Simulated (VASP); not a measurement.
# BeTe (rocksalt type) (Fm-3m) in VASP: relaxation of cell and atoms with PBE

Aim: the relaxation of cell and atoms of BeTe (rocksalt type) with PBE.

All numbers are computed with VASP 6.6.1; they aren't measurements. Logs are shortened: lines on timing, memory, paths and dates and some standing lists are left out, and cuts for length are marked.

## (1) The cell of the first run

The structure is cubic, space group Fm-3m (No. 225). The conventional cell has a = 4.945 Å, b = 4.945 Å, c = 4.945 Å, α = 90.00°, β = 90.00°, γ = 90.00°. Within 3.3 Å of Be (site symmetry m-3m) lie 6 Te at 2.47 Å. Within 3.3 Å of Te (site symmetry m-3m) lie 6 Be at 2.47 Å.

## (2) Relaxation of cell and atoms, PBE

The input, INCAR:

```
ALGO = Normal
EDIFF = 1E-6
EDIFFG = -0.005
ENCUT = 600
GGA = PE
IBRION = 2
ISIF = 3
ISMEAR = -1
LASPH = True
LCHARG = False
LREAL = False
LWAVE = False
NELM = 60
NSW = 100
PREC = Accurate
SIGMA = 0.05
```

The input, KPOINTS:

```
k-points
0
Gamma
  13 13 13
```

The input, POSCAR:

```
BeTe
1.0
    0.0000000000      2.4723605563      2.4723605563
    2.4723605563      0.0000000000      2.4723605563
    2.4723605563      2.4723605563      0.0000000000
Be Te
1 1
Direct
    0.0000000000      0.0000000000      0.0000000000
    0.5000000000      0.5000000000      0.5000000000
```

Potentials or basis: VASP PAW PBE potentials, release 64 (Be, Te).

Run with:

```sh
> cat potpaw_PBE.64/Be/POTCAR potpaw_PBE.64/Te/POTCAR > POTCAR
> mpirun -np 1 vasp_std > vasp.out
```

OUTCAR:

```text
EDIFF = 1E-6
   EDIFFG = -0.005
   ENCUT = 600
   GGA = PE
   IBRION = 2
   ISIF = 3
   ISMEAR = -1
   LASPH = True
   LREAL = False
   NELM = 60
   NSW = 100
   PREC = Accurate

 ion  position               nearest neighbor table
   1  0.000  0.000  0.000-   2 2.47   2 2.47   2 2.47   2 2.47   2 2.47   2 2.47
   2  0.500  0.500  0.500-   1 2.47   1 2.47   1 2.47   1 2.47   1 2.47   1 2.47

  LATTYP: Found a face centered cubic cell.
 ALAT       =     4.9447211126

  Lattice vectors:

 A1 = (   0.0000000000,   2.4723605563,   2.4723605563)
 A2 = (   2.4723605563,   0.0000000000,   2.4723605563)
 A3 = (   2.4723605563,   2.4723605563,   0.0000000000)

Analysis of symmetry for initial positions (statically):
=====================================================================
 Subroutine PRICEL returns:
 Original cell was already a primitive cell.

 Routine SETGRP: Setting up the symmetry group for a
 face centered cubic supercell.

 Subroutine GETGRP returns: Found 48 space group operations
 (whereof 48 operations were pure point group operations)
 out of a pool of 48 trial point group operations.

The static configuration has the point symmetry O_h .

Analysis of symmetry for dynamics (positions and initial velocities):
=====================================================================
 Subroutine PRICEL returns:
 Original cell was already a primitive cell.

 Routine SETGRP: Setting up the symmetry group for a
 face centered cubic supercell.

 Subroutine GETGRP returns: Found 48 space group operations
 (whereof 48 operations were pure point group operations)
 out of a pool of 48 trial point group operations.

The dynamic configuration has the point symmetry O_h .

 Subroutine INISYM returns: Found 48 space group operations
 (whereof 48 operations are pure point group operations),
 and found     1 'primitive' translations

----------------------------------------------------------------------------------------

                                     Primitive cell

  volume of cell :      30.2249

  direct lattice vectors                    reciprocal lattice vectors
     0.000000000  2.472360556  2.472360556    -0.202235875  0.202235875  0.202235875
     2.472360556  0.000000000  2.472360556     0.202235875 -0.202235875  0.202235875
     2.472360556  2.472360556  0.000000000     0.202235875  0.202235875 -0.202235875

  length of vectors
     3.496445830  3.496445830  3.496445830     0.350282810  0.350282810  0.350282810

  position of ions in fractional coordinates (direct lattice)
     0.000000000  0.000000000  0.000000000
     0.500000000  0.500000000  0.500000000

  ion indices of the primitive-cell ions
   primitive index   ion index
                 1           1
                 2           2

[... 62 lines left out ...]
   PREC   = accura    normal or accurate (medium, high low for compatibility)
   ISTART =      0    job   : 0-new  1-cont  2-samecut
   ICHARG =      2    charge: 1-file 2-atom 10-const
   ISPIN  =      1    spin polarized calculation?
   LNONCOLLINEAR =      F non collinear calculations
   LSORBIT =      F    spin-orbit coupling
   LASPH  =      T    aspherical Exc in radial PAW
   ENCUT  =  600.0 eV  44.10 Ry    6.64 a.u.   6.98  6.98  6.98*2*pi/ulx,y,z
   NELM   =     60;   NELMIN=  2; NELMDL= -5     # of ELM steps
   EDIFF  = 0.1E-05   stopping-criterion for ELM
   LREAL  =      F    real-space projection
   EDIFFG = -.5E-02   stopping-criterion for IOM
   NSW    =    100    number of steps for IOM
   IBRION =      2    ionic relax: 0-MD 1-quasi-New 2-CG
   NFREE  =      1    steps in history (QN), initial steepest desc. (CG)
   ISIF   =      3    stress and relaxation
   ISYM   =      2    0-nonsym 1-usesym 2-fastsym
   POTIM  = 0.5000    time-step for ionic-motion
   TEBEG  =    0.0;   TEEND  =   0.0 temperature during run
   PSTRESS=    0.0 pullay stress
   NELECT =       8.0000    total number of electrons
   NUPDOWN=      -1.0000    fix difference up-down
   EMIN   =  10.00;   EMAX   =-10.00  energy-range for DOS
   EFERMI =   0.00;   METHOD = LEGACY
   ISMEAR =    -1;   SIGMA  =   0.05  broadening in eV -4-tet -1-fermi 0-gaus
   EFERMI_NEDOS =   21; number of points for ismear=-14 and -15
   IALGO  =     38    algorithm
   IMIX   =      4    mixing-type and parameters
     AMIX     =   0.40;   BMIX     =  1.00
     AMIX_MAG =   1.60;   BMIX_MAG =  1.00
  volume/ion in A,a.u.               =      15.11       101.98
  Fermi-wavevector in a.u.,A,eV,Ry     =   1.051114  1.986317 15.032260  1.104840
  Thomas-Fermi vector in A             =   2.186144
   LORBIT       =      0    0 simple, 1 ext, 2 COOP (PROOUT), +10 PAW based schemes
   GGA     = PE    functional components
   LHFCALC =     F    Hartree Fock is set to
   AEXX    =    0.0000 exact exchange contribution
   IVDW    =     0    specifies the selected vdW correction
   LEPSILON=     F    determine dielectric tensor
   LRPA    =     F    only Hartree local field effects (RPA)
 conjugate gradient relaxation of ions
 non-spin polarized calculation
  energy-cutoff  :      600.00
  volume of cell :       30.22
 maximum number of plane-waves:      1020
   NGX = 13   NGY = 13   NGZ = 13

--------------------------------------- Ionic step        1  -------------------------------------------

 number of electron       8.0000000 magnetization

 Free energy of the ion-electron system (eV)
  ---------------------------------------------------
  ext. energy  EPLUGINS =         0.00000000
  ---------------------------------------------------
  free energy    TOTEN  =        -6.04003310 eV

  energy without entropy =       -6.03636369  energy(sigma->0) =       -6.03819839

 E-fermi :  10.6628     XC(G=0): -10.9781

 val. band max:       10.6514090975   @ k =   0.3077   0.3077   0.0000
 cond. band min:      10.7357594703   @ k =   0.4615   0.3846   0.0769
 fundamental gap:      0.0843503728
 Fermi energy:        10.6628174364

 k-point     1 :       0.0000    0.0000    0.0000
  band No.  band energies     occupation
      1      -4.8427      2.00000
      2      10.3296      1.99745
      3      10.3296      1.99745
      4      10.3296      1.99745
      5      16.4460      0.00000
      6      17.3938      0.00000
      7      17.3938      0.00000
      8      17.3938      0.00000
[... 396 lines left out ...]
--------------------------------------- Ionic step        5  -------------------------------------------

 number of electron       8.0000000 magnetization

 Free energy of the ion-electron system (eV)
  ---------------------------------------------------
  ext. energy  EPLUGINS =         0.00000000
  ---------------------------------------------------
  free energy    TOTEN  =        -6.60581484 eV

  energy without entropy =       -6.60115998  energy(sigma->0) =       -6.60348741

 E-fermi :   7.2249     XC(G=0):  -9.9555

 val. band max:        7.2148484276   @ k =  -0.4615   0.3846   0.0000
 cond. band min:       7.2413539685   @ k =   0.3846   0.3077   0.0000
 fundamental gap:      0.0265055408
 Fermi energy:         7.2248565424

 k-point     1 :       0.0000    0.0000    0.0000
  band No.  band energies     occupation
      1      -6.1008      2.00000
      2       6.9823      1.98448
      3       6.9823      1.98448
      4       6.9823      1.98448
      5      10.2988      0.00000
      6      13.5195      0.00000
      7      13.5195      0.00000
      8      13.5195      0.00000
[... 282 lines left out ...]
  FREE ENERGIE OF THE ION-ELECTRON SYSTEM (eV)
  ---------------------------------------------------
  free  energy   TOTEN  =        -6.6058148357 eV

  energy  without entropy=       -6.6011599767  energy(sigma->0) =       -6.60348741

 reached required accuracy - stopping structural energy minimisation
```

OSZICAR:

```text
N       E                     dE             d eps       ncg     rms          rms(c)
DAV:   1     0.222861029099E+02    0.22286E+02   -0.40566E+03  1344   0.949E+02
DAV:   2    -0.549932286826E+01   -0.27785E+02   -0.26998E+02  1848   0.115E+02
DAV:   3    -0.611231466410E+01   -0.61299E+00   -0.60862E+00  1824   0.211E+01
[... 39 lines left out ...]
       N       E                     dE             d eps       ncg     rms          rms(c)
DAV:   1    -0.660587011240E+01   -0.74850E-04   -0.11145E-03  1760   0.173E-01    0.401E-02
DAV:   2    -0.660582187087E+01    0.48242E-04   -0.11726E-04  1688   0.584E-02    0.164E-02
DAV:   3    -0.660581509802E+01    0.67729E-05   -0.30079E-05  1736   0.280E-02    0.950E-03
DAV:   4    -0.660581483567E+01    0.26235E-06   -0.57656E-07   992   0.640E-03
   5 F= -.66058148E+01 E0= -.66034874E+01  d E =-.194268E-04
```

Wall time 49 s (1 thread of Intel Xeon Platinum 8488C (Sapphire Rapids), shared host); peak memory 0.18 GiB.

What came out:

- Free energy: -6.6058 eV
- Relaxed volume: 19.27 Å³/atom
- Relaxed cell: a = 3.791 Å, b = 3.791 Å, c = 3.791 Å, α = 60.00°, β = 60.00°, γ = 60.00°
- Space group after relaxing (to 0.1 Å): Fm-3m (No. 225)
- Energy gained by relaxing: 282.9 meV/atom
- Ionic steps: 5
- Pressure after relaxing: 0.0 GPa
- Band gap on the k mesh: zero (bands 4 and 5 overlap by 1.18 eV)

Step by step:
| step | energy change (eV) | largest force (eV/Å) | pressure (GPa) | volume (Å³) |
| --- | --- | --- | --- | --- |
| 1 | 0.0000 | 0.0000 | 26.83 | 30.22 |
| 2 | -0.4870 | 0.0000 | -5.55 | 42.70 |
| 3 | -0.5657 | 0.0000 | 0.21 | 38.42 |
| 4 | -0.5658 | 0.0000 | -0.10 | 38.60 |
| 5 | -0.5658 | 0.0000 | 0.00 | 38.54 |

Final structure:
```yaml
crystal:
  lattice:
    - [0.00000, 2.68087, 2.68087]
    - [2.68087, 0.00000, 2.68087]
    - [2.68087, 2.68087, 0.00000]
  atoms:
    - { symbol: Be, position: [0.00000, 0.00000, 0.00000] }
    - { symbol: Te, position: [0.50000, 0.50000, 0.50000] }
```

Levels at points of the mesh, in eV from the Fermi level:
| k point | band 1 | band 2 | band 3 | band 4 | band 5 | band 6 | band 7 | band 8 |
| --- | --- | --- | --- | --- | --- | --- | --- | --- |
| (0.00, 0.00, 0.00) | -13.33 | -0.24 | -0.24 | -0.24 | 3.07 | 6.29 | 6.29 | 6.29 |

Caveat: the volume moved by over 15 % at a fixed basis, so the end points are rough; spin-orbit coupling is left out, which moves the levels of the heavy elements.
